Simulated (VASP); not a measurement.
# TeOs in VASP: settings compared, part 2 of 3

VASP 6.6.1. The steps go on from the part before.

## 3. Single point, revPBE, collinear spin

INCAR reads:

```
PREC = Accurate ; ENCUT = 520
EDIFF = 1E-6 ; ISMEAR = 0
SIGMA = 0.05 ; LREAL = False
LASPH = True ; NELM = 150
ALGO = Normal ; ISIF = 2
LWAVE = False ; LCHARG = True
ISPIN = 2 ; MAGMOM = 1 0
LORBIT = 11 ; LMAXMIX = 4
GGA = RE ; LELF = True
LVHAR = True ; NBANDS = 18
```

KPOINTS reads:

```
regular mesh
0
Gamma
  10 10 10
```

POSCAR reads:

```
TeOs
1.0
    0.0000000000      2.7330707412      2.7330707412
    2.7330707412      0.0000000000      2.7330707412
    2.7330707412      2.7330707412      0.0000000000
Os Te
1 1
Direct
    0.5000000000      0.5000000000      0.5000000000
    0.0000000000      0.0000000000      0.0000000000
```

Potentials or basis: VASP PAW PBE potentials, release 64 (Os, Te).

Run with:

```sh
> cat potpaw_PBE.64/Os/POTCAR potpaw_PBE.64/Te/POTCAR > POTCAR
> mpirun -np 1 vasp_std > vasp.out
```

OUTCAR:

```text
PREC = Accurate
   ENCUT = 520
   EDIFF = 1E-6
   ISMEAR = 0
   LREAL = False
   LASPH = True
   NELM = 150
   ISIF = 2
   ISPIN = 2
   LORBIT = 11
   GGA = RE

 ion  position               nearest neighbor table
   1  0.500  0.500  0.500-   2 2.73   2 2.73   2 2.73   2 2.73   2 2.73   2 2.73
   2  0.000  0.000  0.000-   1 2.73   1 2.73   1 2.73   1 2.73   1 2.73   1 2.73

  LATTYP: Found a face centered cubic cell.
 ALAT       =     5.4661414824

  Lattice vectors:

 A1 = (   0.0000000000,   2.7330707412,   2.7330707412)
 A2 = (   2.7330707412,   0.0000000000,   2.7330707412)
 A3 = (   2.7330707412,   2.7330707412,   0.0000000000)

Analysis of symmetry for initial positions (statically):
=====================================================================
 Subroutine PRICEL returns:
 Original cell was already a primitive cell.

 Routine SETGRP: Setting up the symmetry group for a
 face centered cubic supercell.

 Subroutine GETGRP returns: Found 48 space group operations
 (whereof 48 operations were pure point group operations)
 out of a pool of 48 trial point group operations.

The static configuration has the point symmetry O_h .

Analysis of symmetry for dynamics (positions and initial velocities):
=====================================================================
 Subroutine PRICEL returns:
 Original cell was already a primitive cell.

 Routine SETGRP: Setting up the symmetry group for a
 face centered cubic supercell.

 Subroutine GETGRP returns: Found 48 space group operations
 (whereof 48 operations were pure point group operations)
 out of a pool of 48 trial point group operations.

The dynamic configuration has the point symmetry O_h .

Analysis of structural, dynamic, and magnetic symmetry:
=====================================================================
 Subroutine PRICEL returns:
 Original cell was already a primitive cell.

 Routine SETGRP: Setting up the symmetry group for a
 face centered cubic supercell.

 Subroutine GETGRP returns: Found 48 space group operations
 (whereof 48 operations were pure point group operations)
 out of a pool of 48 trial point group operations.

The overall configuration has the point symmetry O_h .

 Subroutine INISYM returns: Found 48 space group operations
 (whereof 48 operations are pure point group operations),
 and found     1 'primitive' translations

----------------------------------------------------------------------------------------

                                     Primitive cell

  volume of cell :      40.8303

  direct lattice vectors                    reciprocal lattice vectors
     0.000000000  2.733070741  2.733070741    -0.182944405  0.182944405  0.182944405
     2.733070741  0.000000000  2.733070741     0.182944405 -0.182944405  0.182944405
     2.733070741  2.733070741  0.000000000     0.182944405  0.182944405 -0.182944405

  length of vectors
     3.865145709  3.865145709  3.865145709     0.316869004  0.316869004  0.316869004

  position of ions in fractional coordinates (direct lattice)
     0.500000000  0.500000000  0.500000000
     0.000000000  0.000000000  0.000000000

  ion indices of the primitive-cell ions
   primitive index   ion index
                 1           1
                 2           2

----------------------------------------------------------------------------------------
[... 67 lines left out ...]
   LASPH  =      T    aspherical Exc in radial PAW
   ENCUT  =  520.0 eV  38.22 Ry    6.18 a.u.   7.19  7.19  7.19*2*pi/ulx,y,z
   NELM   =    150;   NELMIN=  2; NELMDL= -5     # of ELM steps
   EDIFF  = 0.1E-05   stopping-criterion for ELM
   LREAL  =      F    real-space projection
   EDIFFG = 0.1E-04   stopping-criterion for IOM
   NSW    =      0    number of steps for IOM
   IBRION =     -1    ionic relax: 0-MD 1-quasi-New 2-CG
   NFREE  =      0    steps in history (QN), initial steepest desc. (CG)
   ISIF   =      2    stress and relaxation
   ISYM   =      2    0-nonsym 1-usesym 2-fastsym
   POTIM  = 0.5000    time-step for ionic-motion
   TEBEG  =    0.0;   TEEND  =   0.0 temperature during run
   PSTRESS=    0.0 pullay stress
   NELECT =      14.0000    total number of electrons
   NUPDOWN=      -1.0000    fix difference up-down
   EMIN   =  10.00;   EMAX   =-10.00  energy-range for DOS
   EFERMI =   0.00;   METHOD = LEGACY
   ISMEAR =     0;   SIGMA  =   0.05  broadening in eV -4-tet -1-fermi 0-gaus
   EFERMI_NEDOS =   21; number of points for ismear=-14 and -15
   IALGO  =     38    algorithm
   IMIX   =      4    mixing-type and parameters
     AMIX     =   0.40;   BMIX     =  1.00
     AMIX_MAG =   1.60;   BMIX_MAG =  1.00
  volume/ion in A,a.u.               =      20.42       137.77
  Fermi-wavevector in a.u.,A,eV,Ry     =   1.145838  2.165320 17.863704  1.312945
  Thomas-Fermi vector in A             =   2.282525
   LORBIT       =     11    0 simple, 1 ext, 2 COOP (PROOUT), +10 PAW based schemes
   GGA     = RE    functional components
   LHFCALC =     F    Hartree Fock is set to
   AEXX    =    0.0000 exact exchange contribution
   IVDW    =     0    specifies the selected vdW correction
   LEPSILON=     F    determine dielectric tensor
   LRPA    =     F    only Hartree local field effects (RPA)
 spin polarized calculation
 Gauss-broadening in eV      SIGMA  =   0.05
  energy-cutoff  :      520.00
  volume of cell :       40.83
 maximum number of plane-waves:      1113
 NGX is ok and might be reduce to    30
   NGX = 15   NGY = 15   NGZ = 15

 number of electron      13.9999999 magnetization       0.0038820

 number of electron      13.9999999 magnetization      -0.0010615

 Free energy of the ion-electron system (eV)
  ---------------------------------------------------
  ext. energy  EPLUGINS =         0.00000000
  ---------------------------------------------------
  free energy    TOTEN  =       -11.41559751 eV

  energy without entropy =      -11.41280662  energy(sigma->0) =      -11.41420207

 E-fermi :   8.7333     XC(G=0): -11.5752

 val. band max:        8.7193320106   @ k =   0.3000   0.2000   0.0000
 cond. band min:       8.7400991515   @ k =   0.4000   0.3000   0.1000
 fundamental gap:      0.0207671409
 Fermi energy:         8.7333227176

 spin component 1

 k-point     1 :       0.0000    0.0000    0.0000
  band No.  band energies     occupation
      1      -5.3022      1.00000
      2       6.7822      1.00000
      3       6.7822      1.00000
      4       6.7822      1.00000
      5       6.9685      1.00000
      6       6.9685      1.00000
[... 493 lines left out ...]
     17      24.2057      0.00000
     18      25.1469      0.00000

 [... further k-points ...]

 spin component 2

 k-point     1 :       0.0000    0.0000    0.0000
  band No.  band energies     occupation
      1      -5.3023      1.00000
      2       6.7816      1.00000
      3       6.7816      1.00000
      4       6.7816      1.00000
      5       6.9680      1.00000
      6       6.9680      1.00000
[... 493 lines left out ...]
     17      24.2055      0.00000
     18      25.1466      0.00000

 [... further k-points ...]

------------------------ aborting loop because EDIFF is reached ----------------------------------------

  FORCE on cell =-STRESS in cart. coord.  units (eV):
  Direction    XX          YY          ZZ          XY          YZ          ZX
  --------------------------------------------------------------------------------------
  -------------------------------------------------------------------------------------
  Total        0.4063686      0.4063686      0.4063686      0.0000000     -0.0000000      0.0000000
  in kB       15.9458668     15.9458668     15.9458668      0.0000000     -0.0000000      0.0000000
  external PRESSURE =      15.9458668 kB  Pullay stress =       0.0000000 kB

 VOLUME and BASIS-vectors are now :
 -----------------------------------------------------------------------------
  energy-cutoff  :      520.00
  volume of cell :       40.83
      direct lattice vectors                 reciprocal lattice vectors
     0.000000000  2.733070741  2.733070741    -0.182944405  0.182944405  0.182944405
     2.733070741  0.000000000  2.733070741     0.182944405 -0.182944405  0.182944405
     2.733070741  2.733070741  0.000000000     0.182944405  0.182944405 -0.182944405

 POSITION                                       TOTAL-FORCE (eV/Angst)
 -----------------------------------------------------------------------------------
      2.73307      2.73307      2.73307         0.000000      0.000000     -0.000000
      0.00000      0.00000      0.00000        -0.000000      0.000000      0.000000
 -----------------------------------------------------------------------------------
    total drift:                               -0.000000     -0.000000      0.000000

  FREE ENERGIE OF THE ION-ELECTRON SYSTEM (eV)
  ---------------------------------------------------
  free  energy   TOTEN  =       -11.4155975101 eV

  energy  without entropy=      -11.4128066215  energy(sigma->0) =      -11.41420207

 total charge

# of ion       s       p       d       tot
------------------------------------------
    1        0.608   0.342   6.197   7.148
    2        1.337   1.868   0.148   3.353
--------------------------------------------------
tot          1.945   2.210   6.345  10.500

 magnetization (x)

# of ion       s       p       d       tot
------------------------------------------
    1       -0.000  -0.000  -0.001  -0.001
    2       -0.000   0.000  -0.000   0.000
--------------------------------------------------
tot         -0.000   0.000  -0.001  -0.001
```

stdout:

```text
POSCAR found type information on POSCAR OsTe
 POSCAR found :  2 types and       2 ions
 scaLAPACK will be used
 -----------------------------------------------------------------------------
|                                                                             |
|                                                                             |
|     You enforced a specific xc type in the INCAR file but a different       |
|     I HOPE YOU KNOW WHAT YOU ARE DOING!                                     |
|                                                                             |
 -----------------------------------------------------------------------------

 LDA part: xc-table for (Slater+PW92), standard interpolation
 POSCAR, INCAR and KPOINTS ok, starting setup
 FFT: planning ... GRIDC
 FFT: planning ... GRID_SOFT
 FFT: planning ... GRID
 WAVECAR not read
 entering main loop
```

It took 36 s on 1 thread of Intel Xeon 6975P-C (Granite Rapids), shared host; peak memory 0.22 GiB.

What came out:

- Free energy: -11.4156 eV
- Pressure: 1.6 GPa
- Band gap on the k mesh: zero (filled and empty bands overlap)
- Net moment: 0.00 μB per cell
- Valence electrons inside the program's atomic spheres: Os 7.15; Te 3.35

Levels at points of the mesh, in eV from the Fermi level:
Spin up:
```
           k point  band 5  band 6  band 7  band 8  band 9  band 10
(0.00, 0.00, 0.00)   -1.76   -1.76   -0.54   -0.54   -0.54     3.69
(0.50, 0.00, 0.00)   -0.65   -0.65   -0.34    3.34    5.02     5.02
(0.50, 0.50, 0.00)   -2.74   -1.13   -0.45   -0.12   -0.12     2.02
```
Spin down:
```
           k point  band 4  band 5  band 6  band 7  band 8  band 9  band 10  band 11
(0.00, 0.00, 0.00)   -1.95   -1.77   -1.77   -0.54   -0.54   -0.54     3.69     7.72
(0.50, 0.00, 0.00)   -4.64   -0.65   -0.65   -0.34    3.34    5.02     5.02     5.56
(0.50, 0.50, 0.00)   -2.74   -2.74   -1.13   -0.45   -0.12   -0.12     2.02     8.68
```

Caveat: the PAW data sets were made with another functional, which shifts forces and pressure a little; spin-orbit coupling is left out, which moves the levels of the heavy elements.

## 4. Single point, PBE, collinear spin

INCAR reads:

```
SYSTEM = TeOs
PREC = Accurate
ENCUT = 520
EDIFF = 1E-7
ISMEAR = 0
SIGMA = 0.05
LREAL = .FALSE.
LASPH = .TRUE.
NELM = 150
ALGO = Normal
ISIF = 2
LWAVE = .FALSE.
LCHARG = .FALSE.
ISPIN = 2
MAGMOM = 1 0
LORBIT = 11
LMAXMIX = 4
GGA = PE
NBANDS = 18
```

KPOINTS reads:

```
Automatic mesh
0
G
  10 10 10
  0 0 0
```

POSCAR is that of step 3.

Run with:

```sh
> cat potpaw_PBE.64/Os/POTCAR potpaw_PBE.64/Te/POTCAR > POTCAR
> mpirun -np 1 vasp_std > vasp.out
```

Wall time 44 s (1 thread of Intel Xeon 6975P-C (Granite Rapids), shared host); peak memory 0.22 GiB.

It converged, with:

- Free energy: -12.2660 eV
- Pressure: 0.0 GPa
- Band gap on the k mesh: zero (filled and empty bands overlap)
- Net moment: 0.00 μB per cell
- Valence electrons inside the program's atomic spheres: Os 7.15; Te 3.35

Levels at points of the mesh, in eV from the Fermi level:
Spin up:
```csv
k point,band 3,band 4,band 5,band 6,band 7,band 8,band 9,band 10,band 11,band 12
"(0.00, 0.00, 0.00)",-1.95,-1.95,-1.77,-1.77,-0.54,-0.54,-0.54,3.65,7.71,11.28
"(0.50, 0.00, 0.00)",-4.64,-4.64,-0.65,-0.65,-0.33,3.33,5.01,5.01,5.57,5.57
"(0.50, 0.50, 0.00)",-3.15,-2.74,-2.74,-1.14,-0.46,-0.12,-0.12,2.00,8.69,12.25
```
Spin down:
| k point | band 4 | band 5 | band 6 | band 7 | band 8 | band 9 | band 10 | band 11 |
| --- | --- | --- | --- | --- | --- | --- | --- | --- |
| (0.00, 0.00, 0.00) | -1.95 | -1.77 | -1.77 | -0.54 | -0.54 | -0.54 | 3.65 | 7.71 |
| (0.50, 0.00, 0.00) | -4.64 | -0.65 | -0.65 | -0.33 | 3.33 | 5.01 | 5.01 | 5.57 |
| (0.50, 0.50, 0.00) | -2.74 | -2.74 | -1.14 | -0.46 | -0.12 | -0.12 | 2.00 | 8.69 |

Caveat: spin-orbit coupling is left out, which moves the levels of the heavy elements.

## 5. Single point, r2SCAN, collinear spin

POSCAR is that of step 4.

INCAR.step1 reads:

```
SYSTEM = TeOs
PREC = Accurate ; ENCUT = 520
ISMEAR = 0 ; SIGMA = 0.05
LREAL = .False. ; LASPH = .True.
NELM = 150 ; ISPIN = 2
MAGMOM = 1 0 ; LMAXMIX = 4
NBANDS = 18 ; GGA = PE
ALGO = Normal ; EDIFF = 1E-4
LWAVE = .True. ; LCHARG = .False.
```

INCAR.step2 reads:

```
SYSTEM = TeOs
PREC = Accurate ; ENCUT = 520
EDIFF = 1E-7 ; ISMEAR = 0
SIGMA = 0.05 ; LREAL = .False.
LASPH = .True. ; NELM = 150
ALGO = Normal ; ISIF = 2
LWAVE = .False. ; LCHARG = .False.
ISPIN = 2 ; MAGMOM = 1 0
LORBIT = 11 ; LMAXMIX = 4
METAGGA = R2SCAN ; LMIXTAU = .True.
NBANDS = 18 ; ISTART = 1
```

KPOINTS reads:

```
regular mesh
0
Gamma
  10 10 10
  0 0 0
```

Run with:

```sh
> cat potpaw_PBE.64/Os/POTCAR potpaw_PBE.64/Te/POTCAR > POTCAR
> cp INCAR.step1 INCAR
> mpirun -np 1 vasp_std > vasp.out
> cp INCAR.step2 INCAR
> mpirun -np 1 vasp_std > vasp.out
```

It took 2.3 min on 1 thread of Intel Xeon 6975P-C (Granite Rapids), shared host; peak memory 0.23 GiB.

The run converged. Its results:

```yaml
Free_energy: -76.2771 eV
Pressure: -2.4 GPa
Band_gap_on_the_k_mesh: zero (filled and empty bands overlap)
Net_moment: 0.00 μB per cell
Valence_electrons_inside_the_program's_atomic_spheres: Os 7.20; Te 3.40
```

Levels at points of the mesh, in eV from the Fermi level:
Spin up:
```
           k point  band 3  band 4  band 5  band 6  band 7  band 8  band 9  band 10  band 11  band 12
(0.00, 0.00, 0.00)   -2.05   -2.05   -1.74   -1.74   -0.62   -0.62   -0.62     4.28     8.46    11.81
(0.50, 0.00, 0.00)   -4.85   -4.85   -0.71   -0.71   -0.38    3.79    5.32     5.32     5.87     5.87
(0.50, 0.50, 0.00)   -3.24   -2.89   -2.89   -1.08   -0.41   -0.19   -0.19     2.31     9.20    13.13
```
Spin down:
```
           k point  band 4  band 5  band 6  band 7  band 8  band 9  band 10  band 11
(0.00, 0.00, 0.00)   -2.05   -1.74   -1.74   -0.62   -0.62   -0.62     4.27     8.46
(0.50, 0.00, 0.00)   -4.85   -0.71   -0.71   -0.38    3.79    5.32     5.32     5.87
(0.50, 0.50, 0.00)   -2.89   -2.89   -1.09   -0.41   -0.19   -0.19     2.31     9.20
```

Caveat: the PAW data sets were made with another functional, which shifts forces and pressure a little; spin-orbit coupling is left out, which moves the levels of the heavy elements.

(Continued in part 3 of 3.)

The gap in the log of VASP goes by the Fermi energy; the results here count the filled bands.